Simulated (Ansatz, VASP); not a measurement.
HfWS5 in VASP and in Ansatz

```
CELL_PARAMETERS angstrom
4.37464 0.00000 0.00000
0.00000 4.37464 0.00000
0.00000 0.00000 6.10651
ATOMIC_POSITIONS crystal
Hf 0.50000 0.50000 0.00000
W 0.00000 0.00000 0.50000
S 0.00000 0.50000 0.28047
S 0.00000 0.50000 0.71953
S 0.50000 0.00000 0.28047
S 0.50000 0.00000 0.71953
S 0.00000 0.00000 0.00000
```

Change from the starting cell: species swapped into the InPPd5 type (P4/mmm, No. 123).

Alike in both runs: functional PBE; k mesh 4 × 4 × 4; occupations gaussian, width 0.1 eV; no spin polarisation.

Ansatz relaxed the structure, and its values are those at the end. VASP's run is a single point on that final structure, the one shown.

```csv
,VASP,Ansatz
version,VASP 6.6.1,Ansatz 0.2.0
potentials or method,"VASP PAW PBE potentials, release 64 (Hf_pv, W_sv, S), cutoff 520 eV","scalar-relativistic, plane waves, PAW"
valence electrons in the cell,54,70
```

|  | VASP | Ansatz | Ansatz less VASP |
| --- | --- | --- | --- |
| gap on the k mesh at the Fermi level (eV) | none | none | - |
| pressure (GPa) | -0.3 | 0.1 | +0.42 |
| rms of the force components (eV/Å) | 0.011 | 0.005 | -0.0059 |

A gap of «none» marks a metal or a gap that the smearing closes. VASP's potentials hold 54 valence electrons a cell and Ansatz's 70, so a difference there can come from the potentials and not from the codes.

Spin-orbit coupling is off throughout.
